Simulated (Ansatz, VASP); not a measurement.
**One calculation of SnO2, two programs**

Contents of INCAR:

```
SYSTEM = SnO2
PREC = Accurate ; ENCUT = 520
EDIFF = 1E-7 ; ISMEAR = 0
SIGMA = 0.05 ; LREAL = .False.
LASPH = .True. ; NELM = 60
ALGO = Normal ; ISIF = 2
LWAVE = .False. ; LCHARG = .True.
GGA = PE ; IVDW = 12
LELF = .True. ; LVHAR = .True.
NBANDS = 35
```

The input KPOINTS:

```
Automatic mesh
0
Gamma
  12 12 4
  0 0 0
```

Contents of POSCAR:

```
SnO2
1.0
    3.1309003151      0.0000000000      0.0000000000
   -1.5654501576      2.7114392096      0.0000000000
    0.0000000000      0.0000000000     10.0747363625
Sn O
2 4
Direct
   -0.0779839477      0.0000000000      0.5000000000
    0.0779839477      0.0000000000      0.0000000000
    0.5876925777      0.3333333333      0.4017901351
    0.7456407556      0.3333333333      0.0982098649
    0.2543592444      0.6666666667      0.5982098649
    0.4123074223      0.6666666667      0.9017901351
```

Input for Ansatz:

```yaml
crystal:
  lattice:
    - [3.1309003151, 0.0, 0.0]
    - [-1.5654501576, 2.7114392096, 0.0]
    - [0.0, 0.0, 10.0747363625]
  atoms:
    - { symbol: Sn, position: [-0.0779839477, 0.0, 0.5] }
    - { symbol: Sn, position: [0.0779839477, 0.0, 0.0] }
    - { symbol: O, position: [0.5876925777, 0.3333333333, 0.4017901351] }
    - { symbol: O, position: [0.7456407556, 0.3333333333, 0.0982098649] }
    - { symbol: O, position: [0.2543592444, 0.6666666667, 0.5982098649] }
    - { symbol: O, position: [0.4123074223, 0.6666666667, 0.9017901351] }
basis:
  ecutwfc: 520.0
kpoints:
  mp_grid: { grid: [12, 12, 4] }
hamiltonian:
  xc: pbe
  dispersion: d3bj
scf:
  occupations: { method: gaussian, width: 0.05 }
output:
  forces: true
  stress: true
  eigenvalues: true
```

Change from the starting cell: mode 1 frozen in at -0.254 Å, equal normal strain along x, y and z -0.0250.

Alike in both runs: task single point; functional PBE; dispersion D3(BJ); k mesh 12 × 12 × 4; occupations gaussian, width 0.05 eV; no spin polarisation.

|  | VASP | Ansatz |
| --- | --- | --- |
| version | VASP 6.6.1 | Ansatz 0.2.0 |
| potentials or method | VASP PAW PBE potentials, release 64 (Sn_d, O), cutoff 520 eV | scalar-relativistic, plane waves, PAW |
| valence electrons in the cell | 52 | 52 |

|  | VASP | Ansatz | Ansatz less VASP |
| --- | --- | --- | --- |
| gap on the k mesh at the Fermi level (eV) | 2.59 | 2.61 | +0.026 |
| least direct gap on the mesh (eV) | 3.06 | 3.08 | +0.018 |
| pressure (GPa) | 13.0 | 12.3 | -0.73 |
| traceless stress, the component that is largest in VASP (GPa) | -5.70 | -5.26 | +0.441 |
| rms of the force components (eV/Å) | 0.484 | 0.453 | -0.0306 |

Atom by atom the forces differ by 0.031 eV/Å (rms over components).
